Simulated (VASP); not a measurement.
PbO:

```
Pb O
1.0
     3.96322    0.00000    0.00000
     0.00000    3.96322    0.00000
     0.00000    0.00000    4.97637
Pb O
2 2
Direct
  0.50000 0.00000 0.76000
  0.00000 0.50000 0.24000
  0.50000 0.50000 0.00000
  0.00000 0.00000 0.00000
```

Base run:

- Program: VASP 6.6.1
- Functional: SVWN5
- Potentials or basis: VASP PAW PBE potentials, release 64 (Pb_d, O)
- Cutoff: 600 eV
- k mesh: 7 × 7 × 6
- Occupations: fermi-dirac, width 0.05 eV
- Spin: no spin polarisation

Its results: band gap on the k mesh 1.36 eV (least direct gap 2.30 eV); pressure -1.9 GPa; largest force 0.305 eV/Å.

Question: The run is repeated on the same cell with these changes: functional from SVWN5 to BLYP. What comes out?

Answer: Band gap on the k mesh 1.49 eV (least direct gap 2.51 eV); pressure 9.0 GPa; largest force 0.604 eV/Å.

BLYP binds less tightly than SVWN5, so the same cell stands under more pressure.

Caveats: the PAW data sets were made with another functional, which shifts forces and pressure a little; spin-orbit coupling is left out, which moves the levels of the heavy elements; an odd mesh through Γ misses points on the zone boundary, where band edges can lie; the cell stands under pressure (at least some runs).
